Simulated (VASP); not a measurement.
# Mg2ZnS3 (Pmm2) in VASP: notebook, part 2 of 2

VASP 6.6.1. Earlier steps stand in the parts before.

### Step 3. Single point, PBE

This run uses another cell than the first one, of 21.07 Å³/atom, 1.054 times its volume.

The input, INCAR:

```
PREC = Accurate
ENCUT = 520
EDIFF = 1E-6
ISMEAR = 0
SIGMA = 0.1
LREAL = False
LASPH = True
NELM = 100
ALGO = Normal
ISIF = 2
LWAVE = False
LCHARG = False
GGA = PE
NBANDS = 26
```

The input, KPOINTS:

```
Automatic mesh
0
Gamma
  6 4 2
```

The input, POSCAR:

```
Mg2ZnS3
1.0
    3.5679250000      0.0000000000      0.0000000000
    0.0000000000      4.5134341000      0.0000000000
    0.0000000000      0.0000000000      7.8503157600
Mg Zn S
2 1 3
Direct
    0.0000000000      0.0000000000      0.0078570000
    0.0000000000      0.5000000000      0.4968310000
    0.5000000000      0.0000000000      0.3288260100
    0.5000000000      0.5000000000      0.8373519800
    0.5000000000      0.5000000000      0.1818650100
    0.5000000000      0.0000000000      0.6472690100
```

Potentials or basis: VASP PAW PBE potentials, release 64 (Mg, Zn, S).

On the command line:

```sh
> cat potpaw_PBE.64/Mg/POTCAR potpaw_PBE.64/Zn/POTCAR potpaw_PBE.64/S/POTCAR > POTCAR
> mpirun -np 1 vasp_std > vasp.out
```

It took 38 s on 1 thread of Intel Xeon 6975P-C (Granite Rapids), shared host; peak memory 0.27 GiB.

Results (log left out):

```
Free energy            : -16.9475 eV
Pressure               : -6.0 GPa
Largest force          : 1.972 eV/Å
Band gap on the k mesh : zero (band 17 reaches 4.60 eV, above the bottom of band 18 at 3.02 eV)
```

Forces on the atoms (eV/Å):
```
Mg   0.000  0.000 -0.805
Mg   0.000  0.000  0.677
Zn   0.000  0.000  0.373
S    0.000  0.000  0.209
S    0.000  0.000  1.519
S    0.000  0.000 -1.972
```

Stress tensor (GPa, compression positive):
```
-3.45  0.00  0.00
 0.00 -8.67  0.00
 0.00  0.00 -5.78
```

Levels at points of the mesh, in eV from the Fermi level:
```
           k point  band 13  band 14  band 15  band 16  band 17  band 18  band 19  band 20  band 21  band 22
(0.00, 0.00, 0.00)    -2.66    -1.94    -1.25    -0.83    -0.81     0.11     0.72     2.36     3.97     4.05
(0.50, 0.00, 0.00)    -3.21    -2.99    -2.76    -0.97    -0.10     0.16     0.57     1.69     3.08     3.38
(0.00, 0.50, 0.00)    -1.50    -0.97    -0.92    -0.87    -0.38     0.69     2.08     2.29     4.16     4.38
(0.50, 0.50, 0.00)    -3.91    -2.98    -1.98    -1.03    -0.13     0.15     0.50     0.91     2.33     3.71
(0.00, 0.00, 0.50)    -1.88    -1.76    -1.55    -1.52    -0.29     0.23     0.58     2.63     2.98     3.52
(0.50, 0.00, 0.50)    -3.34    -2.78    -2.07    -0.83     0.03     0.25     0.27     2.02     2.62     3.25
(0.00, 0.50, 0.50)    -2.56    -1.49    -0.97    -0.40     0.85     1.89     1.94     2.05     3.95     4.85
(0.50, 0.50, 0.50)    -3.72    -3.24    -3.19    -1.47    -1.19     1.23     1.24     2.26     3.05     3.27
```

Caveat: the k points lie up to 0.40 Å⁻¹ apart; forces of over 1 eV/Å act on the atoms, so gaps and moduli don't describe the material at rest.

### Step 4. Single point, PBE

The input, INCAR:

```
SYSTEM = Mg2ZnS3
PREC     = Accurate       ! precision mode
ENCUT    = 520            ! plane-wave cutoff, eV
EDIFF    = 1E-6           ! SCF threshold, eV
ISMEAR   = 0              ! smearing method
SIGMA    = 0.1            ! smearing width, eV
LREAL    = .FALSE.        ! projectors in reciprocal space
LASPH    = .TRUE.         ! aspherical terms in the spheres
NELM     = 80             ! most SCF steps
ALGO     = Normal         ! electronic algorithm
ISIF     = 2              ! what is computed and relaxed
LWAVE    = .FALSE.        ! write WAVECAR
LCHARG   = .FALSE.        ! write CHGCAR
GGA      = PE             ! functional
NBANDS   = 26             ! bands
```

The input, KPOINTS:

```
regular mesh
0
G
  6 6 2
  0 0 0
```

The input, POSCAR:

```
Mg2ZnS3
1.0
    3.4414102172      0.0000000000      0.0000000000
    0.0000000000      3.5385749381      0.0000000000
    0.0000000000      0.0000000000      9.8507568882
Mg Zn S
2 1 3
Direct
    0.0000000000      0.0000000000      0.9678361593
    0.0000000000      0.5000000000      0.6390313852
    0.5000000000      0.0000000000      0.3173885791
    0.5000000000      0.5000000000      0.8531826720
    0.5000000000      0.5000000000      0.1755402077
    0.5000000000      0.0000000000      0.5470210067
```

Potentials or basis: VASP PAW PBE potentials, release 64 (Mg, Zn, S).

On the command line:

```sh
> cat potpaw_PBE.64/Mg/POTCAR potpaw_PBE.64/Zn/POTCAR potpaw_PBE.64/S/POTCAR > POTCAR
> mpirun -np 1 vasp_std > vasp.out
```

OUTCAR:

```text
SYSTEM = Mg2ZnS3
   PREC = Accurate
   ENCUT = 520
   EDIFF = 1E-6
   ISMEAR = 0
   LREAL = .FALSE.
   LASPH = .TRUE.
   NELM = 80
   ISIF = 2
   GGA = PE

 ion  position               nearest neighbor table
   1  0.000  0.000  0.968-   4 2.71   4 2.71   4 2.71   4 2.71   5 3.21   5 3.21   5 3.21   5 3.21

   2  0.000  0.500  0.639-   6 2.63   6 2.63   6 2.63   6 2.63   4 2.72   4 2.72
   3  0.500  0.000  0.317-   5 2.25   5 2.25   6 2.26
   4  0.500  0.500  0.853-   1 2.71   1 2.71   1 2.71   1 2.71   2 2.72   2 2.72
   5  0.500  0.500  0.176-   3 2.25   3 2.25   1 3.21   1 3.21   1 3.21   1 3.21
   6  0.500  0.000  0.547-   3 2.26   2 2.63   2 2.63   2 2.63   2 2.63
[... 906 lines left out ...]
  Total       -0.1015182     -0.3143952      0.0243808      0.0000000      0.0000000      0.0000000
  in kB       -1.3558765     -4.1990600      0.3256304      0.0000000      0.0000000      0.0000000
  external PRESSURE =      -1.7431020 kB  Pullay stress =       0.0000000 kB

 VOLUME and BASIS-vectors are now :
 -----------------------------------------------------------------------------
  energy-cutoff  :      520.00
  volume of cell :      119.96
      direct lattice vectors                 reciprocal lattice vectors
     3.441410217  0.000000000  0.000000000     0.290578553  0.000000000  0.000000000
     0.000000000  3.538574938  0.000000000     0.000000000  0.282599639  0.000000000
     0.000000000  0.000000000  9.850756888     0.000000000  0.000000000  0.101515042

 POSITION                                       TOTAL-FORCE (eV/Angst)
 -----------------------------------------------------------------------------------
      0.00000      0.00000      9.53392         0.000000      0.000000      0.009189
      0.00000      1.76929      6.29494         0.000000      0.000000      0.004909
      1.72071      0.00000      3.12652         0.000000      0.000000     -0.003792
      1.72071      1.76929      8.40450         0.000000      0.000000     -0.018739
      1.72071      1.76929      1.72920         0.000000      0.000000     -0.021964
      1.72071      0.00000      5.38857         0.000000      0.000000      0.030396
 -----------------------------------------------------------------------------------
    total drift:                                0.000000     -0.000000      0.000719

  FREE ENERGIE OF THE ION-ELECTRON SYSTEM (eV)
  ---------------------------------------------------
  free  energy   TOTEN  =       -21.5262032644 eV

  energy  without entropy=      -21.5247576605  energy(sigma->0) =      -21.52548046
```

Wall time 46 s (1 thread of Intel Xeon 6975P-C (Granite Rapids), shared host); peak memory 0.29 GiB.

What came out:

```yaml
Free_energy: -21.5262 eV
Pressure: -0.2 GPa
Largest_force: 0.030 eV/Å
Band_gap_on_the_k_mesh: 0.13 eV, indirect (least direct gap 0.46 eV)
```

Forces in eV/Å, atoms in the order of the input:
```
Mg   0.000  0.000  0.009
Mg   0.000  0.000  0.005
Zn   0.000  0.000 -0.004
S    0.000  0.000 -0.019
S    0.000  0.000 -0.022
S    0.000  0.000  0.030
```

Levels at points of the mesh, in eV from the valence-band top:
| k point | band 13 | band 14 | band 15 | band 16 | band 17 | band 18 | band 19 | band 20 | band 21 | band 22 |
| --- | --- | --- | --- | --- | --- | --- | --- | --- | --- | --- |
| (0.00, 0.00, 0.00) | -1.53 | -1.39 | -1.38 | -1.28 | -0.61 | 0.50 | 2.71 | 2.74 | 4.21 | 4.73 |
| (0.50, 0.00, 0.00) | -3.94 | -1.70 | -0.96 | -0.86 | -0.84 | 1.25 | 1.66 | 3.21 | 5.07 | 5.20 |
| (0.00, 0.50, 0.00) | -3.45 | -2.33 | -1.22 | -1.18 | 0.00 | 0.46 | 4.10 | 4.26 | 4.38 | 5.01 |
| (0.50, 0.50, 0.00) | -4.28 | -2.82 | -2.77 | -2.75 | -1.60 | 0.43 | 0.96 | 1.15 | 2.53 | 3.89 |
| (0.00, 0.00, 0.50) | -1.83 | -1.83 | -1.48 | -1.07 | -0.55 | 1.34 | 2.01 | 2.97 | 4.34 | 4.86 |
| (0.50, 0.00, 0.50) | -2.51 | -1.99 | -1.61 | -1.26 | -0.62 | 0.33 | 3.39 | 3.89 | 4.11 | 4.90 |
| (0.00, 0.50, 0.50) | -3.90 | -1.66 | -1.22 | -1.18 | 0.00 | 1.43 | 2.77 | 2.94 | 4.84 | 5.39 |
| (0.50, 0.50, 0.50) | -4.03 | -3.32 | -3.05 | -2.82 | -1.11 | 0.13 | 1.28 | 1.67 | 3.27 | 3.29 |

A k mesh can miss the band edges.

### Step 5. Summary

| cell | k mesh | gap on the mesh (eV) | pressure (GPa) | largest force (eV/Å) |
| --- | --- | --- | --- | --- |
| a = 3.441, b = 3.539, c = 9.851 Å, 6 atoms | 6 × 4 × 2 | 0.13 | -0.1 | 0.03 |
| a = 3.568, b = 4.513, c = 7.850 Å, 6 atoms | 6 × 4 × 2 | none | -6.0 | 1.97 |
| a = 3.441, b = 3.539, c = 9.851 Å, 6 atoms | 6 × 6 × 2 | 0.13 | -0.2 | 0.03 |

Alike in all rows: task single point; level PBE; potentials or basis VASP PAW PBE potentials, release 64 (Mg, Zn, S); no spin polarisation; cutoff (eV) 520; smearing gaussian 0.1 eV.

Caveats: some runs use coarse meshes; forces of over 1 eV/Å act on the atoms, so gaps and moduli don't describe the material at rest (some runs).

Absolute energies hang on the potentials; compare differences alone.
